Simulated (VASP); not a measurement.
Set up this calculation in VASP 6.6.1, as the native input.

```
Task                   : single point
Functional             : PBEsol
Potentials or basis    : VASP PAW PBE potentials, release 64 (Ga_d, As)
Cutoff                 : 520 eV
k mesh                 : 6 × 6 × 6
Occupations            : fermi-dirac, width 0.001 eV
Spin                   : no spin polarisation
Dipole correction      : no
Further INCAR settings : ALGO = Normal; EDIFF = 1e-07; NBANDS = 16
```

The structure of GaAs lies in POSCAR:

```
GaAs
1.0
    0.0000000000      2.6645247171      2.6645247171
    2.6645247171      0.0000000000      2.6645247171
    2.6645247171      2.6645247171      0.0000000000
Ga As
1 1
Direct
    0.0000000000      0.0000000000      0.0000000000
    0.5000000000      0.5000000000      0.5000000000
```

These files were run (other wordings do the same):

INCAR

```
PREC = Accurate
ENCUT = 520
EDIFF = 1E-7
ISMEAR = -1
SIGMA = 0.001
LREAL = F
LASPH = T
NELM = 80
ALGO = Normal
ISIF = 2
LWAVE = F
LCHARG = F
GGA = PS
NBANDS = 16
```

KPOINTS

```
Automatic mesh
0
Gamma
  6 6 6
```

Potentials or basis: VASP PAW PBE potentials, release 64 (Ga_d, As).

Command:

```console
$ cat potpaw_PBE.64/Ga_d/POTCAR potpaw_PBE.64/As/POTCAR > POTCAR
$ mpirun -np 1 vasp_std > vasp.out
```

Results of the run:

The pressure is -1.3 GPa. The band gap on the k mesh is zero (band 9 reaches 6.14 eV, above the bottom of band 10 at 2.82 eV).

Caveat: the PAW data sets were made with another functional, which shifts forces and pressure a little.

Run time: 12 s on 1 thread of Intel Xeon 6975P-C, with other jobs on the host, peak memory 0.16 GiB.
